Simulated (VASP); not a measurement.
# TaSi2 (P1) in VASP: notebook

Runs on TaSi2. Level: PBE. Tasks: single point.

Program: VASP 6.6.1. These are calculated values, not measurements. Logs are shortened: lines on timing, memory, paths and dates and some standing lists are left out, and cuts for length are marked.

### Step 1. The cell of the first run

The typed cell holds 9 atoms: a = 4.806 Å, b = 4.806 Å, c = 6.600 Å, α = 90.00°, β = 90.00°, γ = 120.00°.

### Step 2. Single point, PBE (atom 1 (Ta) moved by -0.432 Å along [1 0 0] and -0.648 Å along [0 0 1])

Contents of INCAR:

```
  PREC = Accurate
  ENCUT = 520
  EDIFF = 1E-6
  ISMEAR = 0
  SIGMA = 0.15
  LREAL = False
  LASPH = True
  NELM = 60
  ALGO = Normal
  ISIF = 2
  LWAVE = False
  LCHARG = True
  GGA = PE
  LELF = True
  LVHAR = True
  NBANDS = 38
```

Contents of KPOINTS:

```
Automatic mesh
0
Gamma
  9 9 6
```

Contents of POSCAR:

```
TaSi2
1.0
    4.8060235202      0.0000000000      0.0000000000
   -2.4030117601      4.1621384597      0.0000000000
    0.0000000000      0.0000000000      6.5995345254
Ta Si
3 6
Direct
    0.4101127995      0.0000000000     -0.0981887431
    0.5000000000      0.5000000000      0.6666666667
    0.0000000000      0.5000000000      0.3333333333
    0.1589152396      0.3178304793      0.0000000000
    0.8410847604      0.1589152396      0.6666666667
    0.6821695207      0.8410847604      0.3333333333
    0.8410847604      0.6821695207      0.0000000000
    0.1589152396      0.8410847604      0.6666666667
    0.3178304793      0.1589152396      0.3333333333
```

Potentials or basis: VASP PAW PBE potentials, release 64 (Ta_pv, Si).

Started as:

```
$ cat potpaw_PBE.64/Ta_pv/POTCAR potpaw_PBE.64/Si/POTCAR > POTCAR
$ mpirun -np 1 vasp_std > vasp.out
```

OUTCAR:

```text
PREC = Accurate
   ENCUT = 520
   EDIFF = 1E-6
   ISMEAR = 0
   LREAL = False
   LASPH = True
   NELM = 60
   ISIF = 2
   GGA = PE

 ion  position               nearest neighbor table
   1  0.410  0.000  0.902-   8 1.88   5 2.39   7 2.46   4 2.46   2 2.71   4 2.94   7 2.94   9 3.04
                             2 3.07   4 3.19   7 3.19   6 3.38
   2  0.500  0.500  0.667-   4 2.62   7 2.62   6 2.62   9 2.62   1 2.71   8 2.74   5 2.74   8 2.74
                             5 2.74   5 2.84   8 2.84   1 3.07   3 3.26   3 3.26
   3  0.000  0.500  0.333-   4 2.62   7 2.62   5 2.62   8 2.62   9 2.74   6 2.74   9 2.74   6 2.74
                             6 2.84   9 2.84   2 3.26   2 3.26
   4  0.159  0.318  0.000-   1 2.46   5 2.57   9 2.57   3 2.62   2 2.62   7 2.65   7 2.84   7 2.84
                             1 2.94   1 3.19
   5  0.841  0.159  0.667-   1 2.39   4 2.57   6 2.57   3 2.62   8 2.65   2 2.74   2 2.74   2 2.84
                             8 2.84   8 2.84
   6  0.682  0.841  0.333-   7 2.57   5 2.57   2 2.62   9 2.65   3 2.74   3 2.74   3 2.84   9 2.84
                             9 2.84   1 3.38
   7  0.841  0.682  0.000-   1 2.46   8 2.57   6 2.57   3 2.62   2 2.62   4 2.65   4 2.84   4 2.84
                             1 2.94   1 3.19
   8  0.159  0.841  0.667-   1 1.88   7 2.57   9 2.57   3 2.62   5 2.65   2 2.74   2 2.74   2 2.84
                             5 2.84   5 2.84
   9  0.318  0.159  0.333-   4 2.57   8 2.57   2 2.62   6 2.65   3 2.74   3 2.74   3 2.84   6 2.84
                             6 2.84   1 3.04

  LATTYP: Found a hexagonal cell.
 ALAT       =     4.8060235202
 C/A-ratio  =     1.3731798227

  Lattice vectors:

 A1 = (   4.8060235202,   0.0000000000,   0.0000000000)
 A2 = (  -2.4030117601,   4.1621384597,   0.0000000000)
 A3 = (   0.0000000000,   0.0000000000,   6.5995345254)

Analysis of symmetry for initial positions (statically):
=====================================================================
 Subroutine PRICEL returns:
 Original cell was already a primitive cell.

 Routine SETGRP: Setting up the symmetry group for a
 hexagonal supercell.

 Subroutine GETGRP returns: Found  1 space group operations
 (whereof  1 operations were pure point group operations)
 out of a pool of 24 trial point group operations.

The static configuration has the point symmetry C_1 .

Analysis of symmetry for dynamics (positions and initial velocities):
=====================================================================
 Subroutine PRICEL returns:
 Original cell was already a primitive cell.

 Routine SETGRP: Setting up the symmetry group for a
 hexagonal supercell.

 Subroutine GETGRP returns: Found  1 space group operations
 (whereof  1 operations were pure point group operations)
 out of a pool of 24 trial point group operations.

The dynamic configuration has the point symmetry C_1 .

 Subroutine INISYM returns: Found  1 space group operations
 (whereof  1 operations are pure point group operations),
 and found     1 'primitive' translations

----------------------------------------------------------------------------------------

                                     Primitive cell

  volume of cell :     132.0127

  direct lattice vectors                    reciprocal lattice vectors
     4.806023520  0.000000000  0.000000000     0.208072223  0.120130554  0.000000000
    -2.403011760  4.162138460  0.000000000     0.000000000  0.240261108  0.000000000
     0.000000000  0.000000000  6.599534525     0.000000000  0.000000000  0.151525838

  length of vectors
     4.806023520  4.806023520  6.599534525     0.240261108  0.240261108  0.151525838

  position of ions in fractional coordinates (direct lattice)
     0.410112799  0.000000000  0.901811257
     0.500000000  0.500000000  0.666666667
     1.000000000  0.500000000  0.333333333
     0.158915240  0.317830479  0.000000000
     0.841084760  0.158915240  0.666666667
     0.682169521  0.841084760  0.333333333
     0.841084760  0.682169521  0.000000000
     0.158915240  0.841084760  0.666666667
     0.317830479  0.158915240  0.333333333

  ion indices of the primitive-cell ions
   primitive index   ion index
                 1           1
                 2           2
                 3           3
                 4           4
                 5           5
                 6           6
                 7           7
                 8           8
                 9           9

----------------------------------------------------------------------------------------

 KPOINTS: Automatic mesh

Automatic generation of k-mesh.
 Grid dimensions read from file:
 generate k-points for:    9    9    6

 Generating k-lattice:

  Cartesian coordinates                     Fractional coordinates (reciprocal lattice)
     0.023119136  0.013347839  0.000000000     0.111111111  0.000000000  0.000000000
     0.000000000  0.026695679  0.000000000     0.000000000  0.111111111  0.000000000
     0.000000000  0.000000000  0.025254306     0.000000000  0.000000000  0.166666667

  Length of vectors
     0.026695679  0.026695679  0.025254306

  Shift w.r.t. Gamma in fractional coordinates (k-lattice)
     0.000000000  0.000000000  0.000000000

 Subroutine IBZKPT returns following result:
 ===========================================

 Found    244 irreducible k-points:

 Following reciprocal coordinates:
            Coordinates               Weight
  0.000000  0.000000  0.000000      1.000000
  0.111111  0.000000  0.000000      2.000000
  0.000000  0.111111  0.000000      2.000000
 -0.111111  0.111111  0.000000      2.000000
  0.222222 -0.000000  0.000000      2.000000
  0.000000  0.222222  0.000000      2.000000
[... 16 lines left out ...]
  0.333333  0.111111  0.000000      2.000000
 -0.111111  0.444444  0.000000      2.000000
 [... further k-points ...]
   k-points           NKPTS =    244   k-points in BZ     NKDIM =    244   number of bands    NBANDS=     38
   number of dos      NEDOS =    301   number of ions     NIONS =      9
   total plane-waves  NPLWV =  64800
   dimension x,y,z NGX =    36 NGY =   36 NGZ =   50
   dimension x,y,z NGXF=    72 NGYF=   72 NGZF=  100
   ions per type =               3   6
   NGX,Y,Z   is equivalent  to a cutoff of  12.45, 12.45, 12.60 a.u.
   NGXF,Y,Z  is equivalent  to a cutoff of  24.91, 24.91, 25.19 a.u.
 SYSTEM =  unknown system
   PREC   = accura    normal or accurate (medium, high low for compatibility)
   ISTART =      0    job   : 0-new  1-cont  2-samecut
   ICHARG =      2    charge: 1-file 2-atom 10-const
   ISPIN  =      1    spin polarized calculation?
   LNONCOLLINEAR =      F non collinear calculations
   LSORBIT =      F    spin-orbit coupling
   LASPH  =      T    aspherical Exc in radial PAW
   ENCUT  =  520.0 eV  38.22 Ry    6.18 a.u.   8.94  8.94 12.27*2*pi/ulx,y,z
   NELM   =     60;   NELMIN=  2; NELMDL= -5     # of ELM steps
   EDIFF  = 0.1E-05   stopping-criterion for ELM
   LREAL  =      F    real-space projection
   EDIFFG = 0.1E-04   stopping-criterion for IOM
   NSW    =      0    number of steps for IOM
   IBRION =     -1    ionic relax: 0-MD 1-quasi-New 2-CG
   NFREE  =      0    steps in history (QN), initial steepest desc. (CG)
   ISIF   =      2    stress and relaxation
   ISYM   =      2    0-nonsym 1-usesym 2-fastsym
   POTIM  = 0.5000    time-step for ionic-motion
   TEBEG  =    0.0;   TEEND  =   0.0 temperature during run
   PSTRESS=    0.0 pullay stress
   NELECT =      57.0000    total number of electrons
   NUPDOWN=      -1.0000    fix difference up-down
   EMIN   =  10.00;   EMAX   =-10.00  energy-range for DOS
   EFERMI =   0.00;   METHOD = LEGACY
   ISMEAR =     0;   SIGMA  =   0.15  broadening in eV -4-tet -1-fermi 0-gaus
   EFERMI_NEDOS =   21; number of points for ismear=-14 and -15
   IALGO  =     38    algorithm
   IMIX   =      4    mixing-type and parameters
     AMIX     =   0.40;   BMIX     =  1.00
     AMIX_MAG =   1.60;   BMIX_MAG =  1.00
  volume/ion in A,a.u.               =      14.67        98.99
  Fermi-wavevector in a.u.,A,eV,Ry     =   1.237356  2.338263 20.831186  1.531049
  Thomas-Fermi vector in A             =   2.371926
   LORBIT       =      0    0 simple, 1 ext, 2 COOP (PROOUT), +10 PAW based schemes
   GGA     = PE    functional components
   LHFCALC =     F    Hartree Fock is set to
   AEXX    =    0.0000 exact exchange contribution
   IVDW    =     0    specifies the selected vdW correction
   LEPSILON=     F    determine dielectric tensor
   LRPA    =     F    only Hartree local field effects (RPA)
 non-spin polarized calculation
 Gauss-broadening in eV      SIGMA  =   0.15
  energy-cutoff  :      520.00
  volume of cell :      132.01
 maximum number of plane-waves:      3577
   NGX = 17   NGY = 17   NGZ = 25

 number of electron      57.0000005 magnetization

 Free energy of the ion-electron system (eV)
  ---------------------------------------------------
  ext. energy  EPLUGINS =         0.00000000
  ---------------------------------------------------
  free energy    TOTEN  =       -65.00515375 eV

  energy without entropy =      -64.96856709  energy(sigma->0) =      -64.98686042

 E-fermi :   9.0697     XC(G=0): -11.9467

 val. band max:        9.0668795291   @ k =   0.4444  -0.0000   0.0000
 cond. band min:       9.0708610176   @ k =   0.1111  -0.3333   0.1667
 fundamental gap:      0.0039814885
 Fermi energy:         9.0696653047

 k-point     1 :       0.0000    0.0000    0.0000
  band No.  band energies     occupation
      1     -25.3987      2.00000
      2     -25.2614      2.00000
      3     -25.2291      2.00000
      4     -25.2006      2.00000
      5     -25.1519      2.00000
      6     -25.1281      2.00000
[... 30 lines left out ...]
     37      12.8026      0.00000
     38      13.2209      0.00000

 k-point     2 :       0.1111    0.0000    0.0000
  band No.  band energies     occupation
      1     -25.3996      2.00000
      2     -25.2626      2.00000
      3     -25.2315      2.00000
      4     -25.1992      2.00000
      5     -25.1539      2.00000
      6     -25.1260      2.00000
[... 30 lines left out ...]
     37      12.7932      0.00000
     38      13.1726      0.00000

 k-point     3 :       0.0000    0.1111    0.0000
  band No.  band energies     occupation
      1     -25.4043      2.00000
      2     -25.2618      2.00000
      3     -25.2351      2.00000
      4     -25.1947      2.00000
      5     -25.1523      2.00000
      6     -25.1246      2.00000
[... 30 lines left out ...]
     37      12.7708      0.00000
     38      12.9801      0.00000

 k-point     4 :      -0.1111    0.1111    0.0000
  band No.  band energies     occupation
      1     -25.4046      2.00000
      2     -25.2603      2.00000
      3     -25.2399      2.00000
      4     -25.1899      2.00000
      5     -25.1572      2.00000
      6     -25.1206      2.00000
[... 30 lines left out ...]
     37      12.7304      0.00000
     38      13.1813      0.00000
[... 703 lines left out ...]
      4     -25.1834      2.00000
      5     -25.1669      2.00000
      6     -25.1136      2.00000
[... 30 lines left out ...]
     37      12.8556      0.00000
     38      13.1058      0.00000

 k-point    23 :       0.3333    0.1111    0.0000
  band No.  band energies     occupation
      1     -25.4097      2.00000
      2     -25.2735      2.00000
      3     -25.2416      2.00000
      4     -25.1937      2.00000
      5     -25.1605      2.00000
      6     -25.1178      2.00000
[... 30 lines left out ...]
     37      12.7723      0.00000
     38      13.1099      0.00000

 k-point    24 :      -0.1111    0.4444    0.0000
  band No.  band energies     occupation
      1     -25.4366      2.00000
      2     -25.2739      2.00000
      3     -25.2518      2.00000
      4     -25.1796      2.00000
      5     -25.1549      2.00000
      6     -25.1086      2.00000
[... 30 lines left out ...]
     37      12.4878      0.00000
     38      12.8410      0.00000

 [... further k-points ...]

------------------------ aborting loop because EDIFF is reached ----------------------------------------

  FORCE on cell =-STRESS in cart. coord.  units (eV):
  Direction    XX          YY          ZZ          XY          YZ          ZX
  --------------------------------------------------------------------------------------
  -------------------------------------------------------------------------------------
  Total       13.9143391      7.7314802     31.6812559      6.9721260      9.6548992     11.3898763
  in kB      168.8719212     93.8334128    384.5008035     84.6174806    117.1770619    138.2336801
  external PRESSURE =     215.7353792 kB  Pullay stress =       0.0000000 kB

 VOLUME and BASIS-vectors are now :
 -----------------------------------------------------------------------------
  energy-cutoff  :      520.00
  volume of cell :      132.01
      direct lattice vectors                 reciprocal lattice vectors
     4.806023520  0.000000000  0.000000000     0.208072223  0.120130554  0.000000000
    -2.403011760  4.162138460  0.000000000     0.000000000  0.240261108  0.000000000
     0.000000000  0.000000000  6.599534525     0.000000000  0.000000000  0.151525838

 POSITION                                       TOTAL-FORCE (eV/Angst)
 -----------------------------------------------------------------------------------
      1.97101      0.00000      5.95153        12.266782      5.754699     21.050847
      1.20151      2.08107      4.39969        -1.192870      0.172547     -1.579179
     -1.20151      2.08107      2.19984        -0.288928      0.408636     -0.777380
     -0.00000      1.32285      0.00000        -1.845050      0.790247      0.210270
      3.66040      0.66143      4.39969         0.783071      0.738591     -1.486241
      1.25739      3.50071      2.19984        -0.570823      0.151320     -0.609455
      2.40301      2.83928      0.00000        -1.487763     -0.758385     -0.013552
     -1.25739      3.50071      4.39969        -8.168953     -7.080357    -15.981866
      1.14563      0.66143      2.19984         0.504533     -0.177298     -0.813443
 -----------------------------------------------------------------------------------
    total drift:                                0.000207     -0.000164      0.000520

  FREE ENERGIE OF THE ION-ELECTRON SYSTEM (eV)
  ---------------------------------------------------
  free  energy   TOTEN  =       -65.0051537522 eV

  energy  without entropy=      -64.9685670948  energy(sigma->0) =      -64.98686042
```

It took 10 min on 1 thread of Intel Xeon 6975P-C (Granite Rapids), shared host; peak memory 0.92 GiB.

Results:

```
Free energy            : -65.0052 eV
Pressure               : 21.6 GPa
Largest force          : 25.035 eV/Å
Band gap on the k mesh : zero (an odd number of electrons rules out a gap without spin polarisation)
```

Forces in eV/Å, atoms in the order of the input:
```
Ta   12.267   5.755  21.051
Ta   -1.193   0.173  -1.579
Ta   -0.289   0.409  -0.777
Si   -1.845   0.790   0.210
Si    0.783   0.739  -1.486
Si   -0.571   0.151  -0.609
Si   -1.488  -0.758  -0.014
Si   -8.169  -7.080 -15.982
Si    0.505  -0.177  -0.813
```

Stress tensor (GPa, compression positive):
```
16.89  8.46 13.82
 8.46  9.38 11.72
13.82 11.72 38.45
```

Levels at points of the mesh, in eV from the Fermi level:
| k point | band 26 | band 27 | band 28 | band 29 | band 30 | band 31 |
| --- | --- | --- | --- | --- | --- | --- |
| (0.00, 0.00, 0.00) | -1.95 | -1.67 | -1.46 | -1.06 | 1.07 | 1.45 |
| (0.00, 0.00, 0.50) | -1.85 | -1.58 | -1.37 | 0.53 | 0.94 | 1.41 |

Caveat: the cell differs from its parent crystal (atom 1 (Ta) moved by -0.432 Å along [1 0 0] and -0.648 Å along [0 0 1]); the stress differs along the axes, from 9 to 38 GPa; spin-orbit coupling is left out, which moves the levels of the heavy elements; an odd number of electrons without spin polarisation forces a metal; a magnetic or distorted state may lie lower.

(Continued in part 2 of 3.)
